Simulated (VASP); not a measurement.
Here is a VASP 6.6.1 calculation.

INCAR

```
ALGO = Normal ; EDIFF = 1E-6
ENCUT = 520 ; GGA = PE
ISIF = 2 ; ISMEAR = 0
LASPH = True ; LCHARG = False
LREAL = Auto ; LWAVE = False
NBANDS = 42 ; NELECT = 56.0
NELM = 80 ; PREC = Accurate
SIGMA = 0.05
```

Contents of KPOINTS:

```
k-points
0
Gamma
  6 6 6
```

File POSCAR:

```
B8N7
1.0
    0.0000000000      0.0000000000     -5.0982823342
    4.4227374162      0.0000000000     -2.5491411671
    0.0000000000     -4.4227374162     -2.5491411671
B N
8 7
Direct
    0.5757144903      0.1742855097      0.1742855097
    0.0757144903      0.1742855097      0.1742855097
    0.5000000000      0.3257144903      0.6742855097
    0.0000000000      0.3257144903      0.6742855097
    0.5000000000      0.6742855097      0.3257144903
    0.0000000000      0.6742855097      0.3257144903
    0.9242855097      0.8257144903      0.8257144903
    0.4242855097      0.8257144903      0.8257144903
    0.7500000000      0.8126165678      0.1873834322
    0.6873834322      0.3126165678      0.3126165678
    0.1873834322      0.3126165678      0.3126165678
    0.3126165678      0.6873834322      0.6873834322
    0.8126165678      0.6873834322      0.6873834322
    0.2500000000      0.1873834322      0.8126165678
    0.7500000000      0.1873834322      0.8126165678
```

Potentials or basis: VASP PAW PBE potentials, release 64 (B, N).

Command:

```console
$ cat potpaw_PBE.64/B/POTCAR potpaw_PBE.64/N/POTCAR > POTCAR
$ mpirun -np 1 vasp_std > vasp.out
```

Question: Predict the largest force.

Answer: 4.347 eV/Å.

Forces on the atoms (eV/Å):
```
B   -0.638 -0.387  0.000
B    4.306  0.599  0.000
B   -0.620 -0.620 -0.510
B   -0.620 -0.620  0.510
B   -1.433 -1.433 -3.606
B   -1.433 -1.433  3.606
B   -0.387 -0.638  0.000
B    0.599  4.306  0.000
N    0.368  0.368  0.000
N   -0.717  0.949  0.146
N   -0.717  0.949 -0.146
N    0.949 -0.717  0.146
N    0.949 -0.717 -0.146
N   -1.616 -1.616  0.000
N    1.009  1.009  0.000
```

Caveat: the cell carries a net charge on a neutralising background, which shifts energy and pressure; the cell differs from its parent crystal (atoms taken out, atom 14 moved 0.000 of the way to it and +0.000 Å across, host rigid).
